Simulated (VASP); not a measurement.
# PbSe: single point with LDA

PbSe:

```
CELL_PARAMETERS angstrom
0.00000 3.01832 3.01832
3.01832 0.00000 3.01832
3.01832 3.01832 0.00000
ATOMIC_POSITIONS crystal
Pb 0.00000 0.00000 0.00000
Se 0.50000 0.50000 0.50000
```

```json
{"Program": "VASP 6.6.1", "Task": "single point", "Functional": "LDA", "Potentials or basis": "VASP PAW LDA potentials, release 64 (Pb_d, Se)", "Cutoff": "520 eV", "k mesh": "6 × 6 × 6", "Occupations": "fermi-dirac, width 0.02 eV", "Spin": "no spin polarisation", "Dipole correction": "no", "Further INCAR settings": "ALGO = Normal; EDIFF = 1e-07; NBANDS = 17"}
```

| Item | Value |
| --- | --- |
| Pressure | 0.1 GPa |
| Band gap on the k mesh | 0.02 eV, direct |

Levels at points of the mesh, in eV from the valence-band top:
| k point | band 8 | band 9 | band 10 | band 11 | band 12 | band 13 |
| --- | --- | --- | --- | --- | --- | --- |
| (0.00, 0.00, 0.00) | -2.10 | -2.10 | -2.10 | 4.66 | 4.66 | 4.66 |
| (0.50, 0.00, 0.00) | -1.65 | -1.65 | 0.00 | 0.02 | 1.48 | 1.48 |
| (0.50, 0.50, 0.00) | -5.41 | -3.55 | -3.55 | 3.40 | 5.63 | 5.63 |

Wall time 6.9 s on 1 thread of AMD EPYC 9R45 (Zen 5), with other jobs on the host, peak memory 0.12 GiB.

Caveat: spin-orbit coupling is left out, which moves the levels of the heavy elements. A k mesh can miss the band edges.
